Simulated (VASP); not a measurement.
# Sn (P6/mmm) in VASP: further runs

The runs below take Sn through single point, with LDA.

Program: VASP 6.6.1. These are calculated values, not measurements. Logs are shortened: lines on timing, memory, paths and dates and some standing lists are left out, and cuts for length are marked.

**1. The cell of the first run**

The structure is hexagonal, space group P6/mmm (No. 191). The conventional cell has a = 4.735 Å, b = 4.735 Å, c = 2.756 Å, α = 90.00°, β = 90.00°, γ = 120.00°. Sn (site symmetry 6/mmm) has 14 Sn at 2.76 to 3.06 Å within 3.6 Å. Sn (site symmetry -6m2) has 11 Sn at 2.73 to 3.06 Å within 3.6 Å.

This isn't the form of Sn at room conditions, which is tetragonal (white tin).

**2. Single point, LDA**

The input, INCAR:

```
SYSTEM = Sn
PREC = Accurate
ENCUT = 520
EDIFF = 1E-6
ISMEAR = -1
SIGMA = 0.08
LREAL = .False.
LASPH = .True.
NELM = 80
ALGO = Normal
ISIF = 2
LWAVE = .False.
LCHARG = .False.
NBANDS = 28
```

The input, KPOINTS:

```
Automatic mesh
0
Gamma
  8 8 11
  0 0 0
```

The input, POSCAR:

```
Sn
1.0
    4.7347122496      0.0000000000      0.0000000000
   -2.3673561248      4.1003810878      0.0000000000
    0.0000000000      0.0000000000      2.7563979501
Sn
3
Direct
    0.0000000000      0.0000000000      0.0000000000
    0.3333333333      0.6666666667      0.5000000000
    0.6666666667      0.3333333333      0.5000000000
```

Potentials or basis: VASP PAW LDA potentials, release 64 (Sn_d).

On the command line:

```bash
$ cat potpaw_LDA.64/Sn_d/POTCAR > POTCAR
$ mpirun -np 1 vasp_std > vasp.out
```

OUTCAR:

```text
SYSTEM = Sn
   PREC = Accurate
   ENCUT = 520
   EDIFF = 1E-6
   ISMEAR = -1
   LREAL = .False.
   LASPH = .True.
   NELM = 80
   ISIF = 2

 ion  position               nearest neighbor table
   1  0.000  0.000  0.000-   2 3.06   3 3.06   2 3.06   3 3.06   3 3.06   3 3.06   2 3.06   2 3.06
                             3 3.06   3 3.06   2 3.06   2 3.06
   2  0.333  0.667  0.500-   3 2.73   3 2.73   3 2.73   1 3.06   1 3.06   1 3.06   1 3.06   1 3.06
                             1 3.06
   3  0.667  0.333  0.500-   2 2.73   2 2.73   2 2.73   1 3.06   1 3.06   1 3.06   1 3.06   1 3.06
                             1 3.06

  LATTYP: Found a hexagonal cell.
 ALAT       =     4.7347122496
 C/A-ratio  =     0.5821679977

  Lattice vectors:

 A1 = (   4.7347122496,   0.0000000000,   0.0000000000)
 A2 = (  -2.3673561248,   4.1003810878,   0.0000000000)
 A3 = (   0.0000000000,   0.0000000000,   2.7563979501)

Analysis of symmetry for initial positions (statically):
=====================================================================
 Subroutine PRICEL returns:
 Original cell was already a primitive cell.

 Routine SETGRP: Setting up the symmetry group for a
 hexagonal supercell.

 Subroutine GETGRP returns: Found 24 space group operations
 (whereof 24 operations were pure point group operations)
 out of a pool of 24 trial point group operations.

The static configuration has the point symmetry D_6h.

Analysis of symmetry for dynamics (positions and initial velocities):
=====================================================================
 Subroutine PRICEL returns:
 Original cell was already a primitive cell.

 Routine SETGRP: Setting up the symmetry group for a
 hexagonal supercell.

 Subroutine GETGRP returns: Found 24 space group operations
 (whereof 24 operations were pure point group operations)
 out of a pool of 24 trial point group operations.

The dynamic configuration has the point symmetry D_6h.

 Subroutine INISYM returns: Found 24 space group operations
 (whereof 24 operations are pure point group operations),
 and found     1 'primitive' translations

----------------------------------------------------------------------------------------

                                     Primitive cell

  volume of cell :      53.5131

  direct lattice vectors                    reciprocal lattice vectors
     4.734712250  0.000000000  0.000000000     0.211206077  0.121939885  0.000000000
    -2.367356125  4.100381088  0.000000000     0.000000000  0.243879771  0.000000000
     0.000000000  0.000000000  2.756397950     0.000000000  0.000000000  0.362792317

  length of vectors
     4.734712250  4.734712250  2.756397950     0.243879771  0.243879771  0.362792317

  position of ions in fractional coordinates (direct lattice)
     0.000000000  0.000000000  0.000000000
     0.333333333  0.666666667  0.500000000
     0.666666667  0.333333333  0.500000000

  ion indices of the primitive-cell ions
   primitive index   ion index
                 1           1
                 2           2
                 3           3

----------------------------------------------------------------------------------------

 KPOINTS: Automatic mesh

Automatic generation of k-mesh.
 Grid dimensions read from file:
 generate k-points for:    8    8   11

 Generating k-lattice:

  Cartesian coordinates                     Fractional coordinates (reciprocal lattice)
     0.026400760  0.015242486  0.000000000     0.125000000  0.000000000  0.000000000
     0.000000000  0.030484971  0.000000000     0.000000000  0.125000000  0.000000000
     0.000000000  0.000000000  0.032981120     0.000000000  0.000000000  0.090909091

  Length of vectors
     0.030484971  0.030484971  0.032981120

  Shift w.r.t. Gamma in fractional coordinates (k-lattice)
     0.000000000  0.000000000  0.000000000

 Subroutine IBZKPT returns following result:
 ===========================================

 Found     60 irreducible k-points:

 Following reciprocal coordinates:
            Coordinates               Weight
  0.000000  0.000000  0.000000      1.000000
  0.125000 -0.000000  0.000000      6.000000
  0.250000 -0.000000  0.000000      6.000000
  0.375000  0.000000  0.000000      6.000000
  0.500000 -0.000000  0.000000      3.000000
  0.125000  0.125000  0.000000      6.000000
[... 16 lines left out ...]
  0.250000 -0.000000  0.181818     12.000000
  0.375000  0.000000  0.181818     12.000000
 [... further k-points ...]
   k-points           NKPTS =     60   k-points in BZ     NKDIM =     60   number of bands    NBANDS=     28
   number of dos      NEDOS =    301   number of ions     NIONS =      3
   total plane-waves  NPLWV =  31104
   dimension x,y,z NGX =    36 NGY =   36 NGZ =   24
   dimension x,y,z NGXF=    72 NGYF=   72 NGZF=   48
   ions per type =               3
   NGX,Y,Z   is equivalent  to a cutoff of  12.64, 12.64, 14.48 a.u.
   NGXF,Y,Z  is equivalent  to a cutoff of  25.28, 25.28, 28.95 a.u.
 SYSTEM =  Sn
   PREC   = accura    normal or accurate (medium, high low for compatibility)
   ISTART =      0    job   : 0-new  1-cont  2-samecut
   ICHARG =      2    charge: 1-file 2-atom 10-const
   ISPIN  =      1    spin polarized calculation?
   LNONCOLLINEAR =      F non collinear calculations
   LSORBIT =      F    spin-orbit coupling
   LASPH  =      T    aspherical Exc in radial PAW
   ENCUT  =  520.0 eV  38.22 Ry    6.18 a.u.   8.80  8.80  5.13*2*pi/ulx,y,z
   NELM   =     80;   NELMIN=  2; NELMDL= -5     # of ELM steps
   EDIFF  = 0.1E-05   stopping-criterion for ELM
   LREAL  =      F    real-space projection
   EDIFFG = 0.1E-04   stopping-criterion for IOM
   NSW    =      0    number of steps for IOM
   IBRION =     -1    ionic relax: 0-MD 1-quasi-New 2-CG
   NFREE  =      0    steps in history (QN), initial steepest desc. (CG)
   ISIF   =      2    stress and relaxation
   ISYM   =      2    0-nonsym 1-usesym 2-fastsym
   POTIM  = 0.5000    time-step for ionic-motion
   TEBEG  =    0.0;   TEEND  =   0.0 temperature during run
   PSTRESS=    0.0 pullay stress
   NELECT =      42.0000    total number of electrons
   NUPDOWN=      -1.0000    fix difference up-down
   EMIN   =  10.00;   EMAX   =-10.00  energy-range for DOS
   EFERMI =   0.00;   METHOD = LEGACY
   ISMEAR =    -1;   SIGMA  =   0.08  broadening in eV -4-tet -1-fermi 0-gaus
   EFERMI_NEDOS =   21; number of points for ismear=-14 and -15
   IALGO  =     38    algorithm
   IMIX   =      4    mixing-type and parameters
     AMIX     =   0.40;   BMIX     =  1.00
     AMIX_MAG =   1.60;   BMIX_MAG =  1.00
  volume/ion in A,a.u.               =      17.84       120.37
  Fermi-wavevector in a.u.,A,eV,Ry     =   1.510096  2.853668 31.026607  2.280391
  Thomas-Fermi vector in A             =   2.620331
   LORBIT       =      0    0 simple, 1 ext, 2 COOP (PROOUT), +10 PAW based schemes
   GGA     = CA    functional components
   LHFCALC =     F    Hartree Fock is set to
   AEXX    =    0.0000 exact exchange contribution
   IVDW    =     0    specifies the selected vdW correction
   LEPSILON=     F    determine dielectric tensor
   LRPA    =     F    only Hartree local field effects (RPA)
 non-spin polarized calculation
  energy-cutoff  :      520.00
  volume of cell :       53.51
 maximum number of plane-waves:      1474
 NGX is ok and might be reduce to    36
   NGX = 17   NGY = 17   NGZ = 11

 number of electron      42.0000014 magnetization

 Free energy of the ion-electron system (eV)
  ---------------------------------------------------
  ext. energy  EPLUGINS =         0.00000000
  ---------------------------------------------------
  free energy    TOTEN  =       -10.60087375 eV

  energy without entropy =      -10.56636199  energy(sigma->0) =      -10.58361787

 E-fermi :  14.1893     XC(G=0): -12.7366

 val. band max:       14.1797467839   @ k =   0.3750   0.1250   0.2727
 cond. band min:      14.2089304875   @ k =   0.2500   0.1250   0.3636
 fundamental gap:      0.0291837037
 Fermi energy:        14.1893062600

 k-point     1 :       0.0000    0.0000    0.0000
  band No.  band energies     occupation
      1      -8.3564      2.00000
      2      -8.1192      2.00000
      3      -7.9788      2.00000
      4      -7.8568      2.00000
      5      -7.8568      2.00000
      6      -7.7412      2.00000
[... 20 lines left out ...]
     27      26.2362      0.00000
     28      27.8254      0.00000

 k-point     2 :       0.1250   -0.0000    0.0000
  band No.  band energies     occupation
      1      -8.3447      2.00000
      2      -8.1249      2.00000
      3      -8.0091      2.00000
      4      -7.8883      2.00000
      5      -7.8518      2.00000
      6      -7.7853      2.00000
[... 20 lines left out ...]
     27      26.2124      0.00000
     28      26.8490      0.00000

 k-point     3 :       0.2500   -0.0000    0.0000
  band No.  band energies     occupation
      1      -8.3121      2.00000
      2      -8.1420      2.00000
      3      -8.0761      2.00000
      4      -7.9544      2.00000
      5      -7.9145      2.00000
      6      -7.8171      2.00000
[... 20 lines left out ...]
     27      25.1155      0.00000
     28      26.1175      0.00000

 k-point     4 :       0.3750    0.0000    0.0000
  band No.  band energies     occupation
      1      -8.2654      2.00000
      2      -8.1667      2.00000
      3      -8.1500      2.00000
      4      -8.0034      2.00000
      5      -7.9561      2.00000
      6      -7.8358      2.00000
[... 578 lines left out ...]
     27      23.8853      0.00000
     28      24.6334      0.00000

 k-point    23 :       0.2500   -0.0000    0.1818
  band No.  band energies     occupation
      1      -8.1149      2.00000
      2      -7.9928      2.00000
      3      -7.9801      2.00000
      4      -7.9205      2.00000
      5      -7.8676      2.00000
      6      -7.8283      2.00000
[... 20 lines left out ...]
     27      21.9996      0.00000
     28      22.9733      0.00000

 k-point    24 :       0.3750    0.0000    0.1818
  band No.  band energies     occupation
      1      -8.1077      2.00000
      2      -8.0245      2.00000
      3      -8.0230      2.00000
      4      -7.9553      2.00000
      5      -7.8510      2.00000
      6      -7.8040      2.00000
[... 20 lines left out ...]
     27      20.9892      0.00000
     28      22.0787      0.00000

 [... further k-points ...]

------------------------ aborting loop because EDIFF is reached ----------------------------------------

  FORCE on cell =-STRESS in cart. coord.  units (eV):
  Direction    XX          YY          ZZ          XY          YZ          ZX
  --------------------------------------------------------------------------------------
  -------------------------------------------------------------------------------------
  Total       17.4799699     17.4799699     17.4879100      0.0000000      0.0000000     -0.0000000
  in kB      523.3491630    523.3491630    523.5868883      0.0000000      0.0000000     -0.0000000
  external PRESSURE =     523.4284048 kB  Pullay stress =       0.0000000 kB

 VOLUME and BASIS-vectors are now :
 -----------------------------------------------------------------------------
  energy-cutoff  :      520.00
  volume of cell :       53.51
      direct lattice vectors                 reciprocal lattice vectors
     4.734712250  0.000000000  0.000000000     0.211206077  0.121939885  0.000000000
    -2.367356125  4.100381088  0.000000000     0.000000000  0.243879771  0.000000000
     0.000000000  0.000000000  2.756397950     0.000000000  0.000000000  0.362792317

 POSITION                                       TOTAL-FORCE (eV/Angst)
 -----------------------------------------------------------------------------------
      0.00000      0.00000      0.00000         0.000000      0.000000     -0.000000
     -0.00000      2.73359      1.37820         0.000000      0.000000      0.000000
      2.36736      1.36679      1.37820        -0.000000      0.000000     -0.000000
 -----------------------------------------------------------------------------------
    total drift:                                0.000000      0.000000     -0.000000

  FREE ENERGIE OF THE ION-ELECTRON SYSTEM (eV)
  ---------------------------------------------------
  free  energy   TOTEN  =       -10.6008737508 eV

  energy  without entropy=      -10.5663619942  energy(sigma->0) =      -10.58361787
```

It took 71 s on 1 thread of Intel Xeon 8259CL, shared host; peak memory 0.2 GiB.

Results:

- Free energy: -10.6009 eV
- Pressure: 52.3 GPa
- Band gap on the k mesh: zero (bands 21 and 22 overlap by 6.53 eV)

Levels at points of the mesh, in eV from the Fermi level:
| k point | band 19 | band 20 | band 21 | band 22 | band 23 | band 24 |
| --- | --- | --- | --- | --- | --- | --- |
| (0.00, 0.00, 0.00) | -4.35 | -4.35 | -4.31 | -4.31 | 4.83 | 9.49 |
| (0.50, 0.00, 0.00) | -7.21 | 1.88 | 1.93 | 2.99 | 3.02 | 5.05 |

Caveat: the cell stands under pressure; spin-orbit coupling is left out, which moves the levels of the heavy elements.

(Continued in part 2 of 2.)
